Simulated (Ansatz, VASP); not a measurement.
## GaP: VASP beside Ansatz

```
CELL_PARAMETERS angstrom
0.00000 2.60261 2.72525
2.72525 0.00000 2.72525
2.72525 2.60261 0.00000
ATOMIC_POSITIONS crystal
Ga 0.00000 0.00000 0.00000
P 0.75000 0.75000 0.75000
```

Change from the starting cell: strain -0.0450 x Voigt [0, 1, 0, 0, 0, 0], atoms carried along.

Alike in both runs: task single point; functional r2SCAN; k mesh 8 × 8 × 8; occupations gaussian, width 0.05 eV; no spin polarisation.

```csv
,VASP,Ansatz
version,VASP 6.6.1,Ansatz 0.2.0
potentials or method,"VASP PAW PBE potentials, release 64 (Ga_d, P), cutoff 520 eV","scalar-relativistic, plane waves, PAW"
valence electrons in the cell,18,18
```

VASP gave:

```
gap on the k mesh at the Fermi level (eV)                     : 1.36
least direct gap on the mesh (eV)                             : 2.56
pressure (GPa)                                                : 4.4
traceless stress, the component that is largest in VASP (GPa) : 2.32
```

Question: Which values does Ansatz return?

Answer: gap on the k mesh at the Fermi level (eV): 1.35; least direct gap on the mesh (eV): 2.59; pressure (GPa): 4.5; traceless stress, the component that is largest in VASP (GPa): 2.31.

VASP's potentials were made for PBE, not for r2SCAN.
